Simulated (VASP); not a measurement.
# BaTa2 (Fm-3m) in VASP: notebook, part 2 of 2

VASP 6.6.1. Earlier steps stand in the parts before.

## 4. Relaxation of cell and atoms, PBE

This run uses another cell than the first one, of 23.17 Å³/atom, 0.934 times its volume.

Contents of INCAR:

```
SYSTEM = BaTa2
ALGO = Normal
EDIFF = 1E-7
EDIFFG = -0.04
ENCUT = 600
GGA = PE
IBRION = 2
ISIF = 3
ISMEAR = 0
LASPH = .TRUE.
LCHARG = .FALSE.
LREAL = .FALSE.
LWAVE = .FALSE.
NELM = 100
NSW = 90
PREC = Accurate
SIGMA = 0.1
```

Contents of KPOINTS:

```
k-points
0
G
  4 4 4
  0 0 0
```

Contents of POSCAR:

```
BaTa2
1.0
    0.0000000000      3.2635735585      3.2635735585
    3.2635735585      0.0000000000      3.2635735585
    3.2635735585      3.2635735585      0.0000000000
Ba Ta
1 2
Direct
    0.0000000000      0.0000000000      0.0000000000
    0.2500000000      0.2500000000      0.2500000000
    0.7500000000      0.7500000000      0.7500000000
```

Potentials or basis: VASP PAW PBE potentials, release 64 (Ba_sv, Ta_pv).

The run is started by

```bash
> cat potpaw_PBE.64/Ba_sv/POTCAR potpaw_PBE.64/Ta_pv/POTCAR > POTCAR
> mpirun -np 1 vasp_std > vasp.out
```

OUTCAR:

```text
SYSTEM = BaTa2
   EDIFF = 1E-7
   EDIFFG = -0.04
   ENCUT = 600
   GGA = PE
   IBRION = 2
   ISIF = 3
   ISMEAR = 0
   LASPH = .TRUE.
   LREAL = .FALSE.
   NELM = 100
   NSW = 90
   PREC = Accurate

 ion  position               nearest neighbor table
   1  0.000  0.000  0.000-   3 2.83   3 2.83   3 2.83   2 2.83   3 2.83   2 2.83   2 2.83   2 2.83

   2  0.250  0.250  0.250-   1 2.83   1 2.83   1 2.83   1 2.83   3 3.26   3 3.26   3 3.26   3 3.26
                             3 3.26   3 3.26
   3  0.750  0.750  0.750-   1 2.83   1 2.83   1 2.83   1 2.83   2 3.26   2 3.26   2 3.26   2 3.26
                             2 3.26   2 3.26

  LATTYP: Found a face centered cubic cell.
 ALAT       =     6.5271471170

  Lattice vectors:

 A1 = (   0.0000000000,   3.2635735585,   3.2635735585)
 A2 = (   3.2635735585,   0.0000000000,   3.2635735585)
 A3 = (   3.2635735585,   3.2635735585,   0.0000000000)

Analysis of symmetry for initial positions (statically):
=====================================================================
 Subroutine PRICEL returns:
 Original cell was already a primitive cell.

 Routine SETGRP: Setting up the symmetry group for a
 face centered cubic supercell.

[... 142 lines left out ...]

--------------------------------------- Ionic step        1  -------------------------------------------

 number of electron      31.9999999 magnetization

 Free energy of the ion-electron system (eV)
  ---------------------------------------------------
  ext. energy  EPLUGINS =         0.00000000
  ---------------------------------------------------
  free energy    TOTEN  =       -17.57265011 eV

  energy without entropy =      -17.54354378  energy(sigma->0) =      -17.55809694

------------------------ aborting loop because EDIFF is reached ----------------------------------------

  FORCE on cell =-STRESS in cart. coord.  units (eV):
  Direction    XX          YY          ZZ          XY          YZ          ZX
  --------------------------------------------------------------------------------------
  -------------------------------------------------------------------------------------
  Total        4.0733835      4.0733835      4.0733835      0.0000000     -0.0000000      0.0000000
  in kB       93.8762370     93.8762370     93.8762370      0.0000000     -0.0000000      0.0000000
  external PRESSURE =      93.8762370 kB  Pullay stress =       0.0000000 kB
[... 61 lines left out ...]
--------------------------------------- Ionic step        3  -------------------------------------------

 number of electron      32.0000002 magnetization

 Free energy of the ion-electron system (eV)
  ---------------------------------------------------
  ext. energy  EPLUGINS =         0.00000000
  ---------------------------------------------------
  free energy    TOTEN  =       -17.77613809 eV

  energy without entropy =      -17.73534553  energy(sigma->0) =      -17.75574181

 E-fermi :   3.9390     XC(G=0): -10.6981

 val. band max:        3.8918826167   @ k =   0.5000   0.0000   0.0000
 cond. band min:       3.9542732976   @ k =   0.2500   0.0000   0.0000
 fundamental gap:      0.0623906809
 Fermi energy:         3.9389949544

 k-point     1 :       0.0000    0.0000    0.0000
  band No.  band energies     occupation
      1     -30.9782      2.00000
      2     -30.9782      2.00000
      3     -30.9782      2.00000
      4     -30.8568      2.00000
      5     -30.8568      2.00000
      6     -30.8568      2.00000
[... 203 lines left out ...]
  FREE ENERGIE OF THE ION-ELECTRON SYSTEM (eV)
  ---------------------------------------------------
  free  energy   TOTEN  =       -17.7761380929 eV

  energy  without entropy=      -17.7353455251  energy(sigma->0) =      -17.75574181

 reached required accuracy - stopping structural energy minimisation
```

OSZICAR:

```text
N       E                     dE             d eps       ncg     rms          rms(c)
DAV:   1     0.293988791661E+03    0.29399E+03   -0.18664E+04   320   0.173E+03
DAV:   2    -0.590309602863E+01   -0.29989E+03   -0.29069E+03   384   0.418E+02
DAV:   3    -0.188730302346E+02   -0.12970E+02   -0.11944E+02   456   0.745E+01
[... 34 lines left out ...]
DAV:   7    -0.177761314914E+02    0.55194E-04   -0.37471E-04   440   0.108E-01    0.437E-02
DAV:   8    -0.177761387170E+02   -0.72256E-05   -0.82055E-05   424   0.639E-02    0.553E-03
DAV:   9    -0.177761384396E+02    0.27743E-06   -0.83051E-06   376   0.187E-02    0.420E-03
DAV:  10    -0.177761380948E+02    0.34478E-06   -0.10431E-06   380   0.683E-03    0.139E-03
DAV:  11    -0.177761380929E+02    0.18931E-08   -0.96090E-08   200   0.204E-03
   3 F= -.17776138E+02 E0= -.17755742E+02  d E =-.203488E+00
```

CONTCAR:

```text
BaTa2
   1.00000000000000
     0.0000000000000000    3.3831213318069984    3.3831213318069984
     3.3831213318069984    0.0000000000000000    3.3831213318069984
     3.3831213318069984    3.3831213318069984    0.0000000000000000
  Ba              Ta
     1     2
Direct
     0.0000000000000000    0.0000000000000000    0.0000000000000000
     0.2500000000000000    0.2500000000000000    0.2500000000000000
     0.7500000000000000    0.7500000000000000    0.7500000000000000

  0.00000000E+00  0.00000000E+00  0.00000000E+00
  0.00000000E+00  0.00000000E+00  0.00000000E+00
  0.00000000E+00  0.00000000E+00  0.00000000E+00
```

It took 46 s on 1 thread of Intel Xeon Platinum 8375C at 2.90GHz (Ice Lake), shared host; peak memory 0.24 GiB.

What came out:

- Free energy: -17.7761 eV
- Relaxed volume: 25.81 Å³/atom
- Relaxed cell: a = 4.784 Å, b = 4.784 Å, c = 4.784 Å, α = 60.00°, β = 60.00°, γ = 60.00°
- Space group after relaxing (to 0.05 Å): Fm-3m (No. 225)
- Energy gained by relaxing: 67.8 meV/atom
- Ionic steps: 3
- Pressure after relaxing: 0.0 GPa
- Band gap on the k mesh: zero (band 16 reaches 4.33 eV, above the bottom of band 17 at 3.81 eV)

Step by step:
```tsv
step	energy change (eV)	largest force (eV/Å)	pressure (GPa)	volume (Å³)
1	0.0000	0.0000	9.39	69.52
2	-0.1112	0.0000	-4.02	84.10
3	-0.2035	0.0000	-0.04	77.44
```

Final structure:
```
CELL_PARAMETERS angstrom
0.00000 3.38312 3.38312
3.38312 0.00000 3.38312
3.38312 3.38312 0.00000
ATOMIC_POSITIONS crystal
Ba 0.00000 0.00000 0.00000
Ta 0.25000 0.25000 0.25000
Ta 0.75000 0.75000 0.75000
```

Caveat: the k points lie up to 0.40 Å⁻¹ apart in the final cell; spin-orbit coupling is left out, which moves the levels of the heavy elements.

## 5. The runs side by side

| task | cell | k mesh | cutoff (eV) | gap on the mesh (eV) | pressure (GPa) |
| --- | --- | --- | --- | --- | --- |
| single point | a = 4.721 Å, angles 60.0°, 3 atoms | 4 × 4 × 4 | 520 | none | 2.8 |
| single point | a = 4.615 Å, angles 60.0°, 3 atoms | 6 × 6 × 6 | 520 | none | 9.4 |
| relaxation of cell and atoms | relaxed from a = 4.615 Å, angles 60.0°, 3 atoms | 4 × 4 × 4 | 600 | none | 0.0 |

Alike in all rows: level PBE; potentials or basis VASP PAW PBE potentials, release 64 (Ba_sv, Ta_pv); no spin polarisation; smearing gaussian 0.1 eV.

Caveats: some runs use coarse meshes; spin-orbit coupling is left out, which moves the levels of the heavy elements.

Total energies depend on the potentials used, so only differences within one code and one set of settings carry meaning.
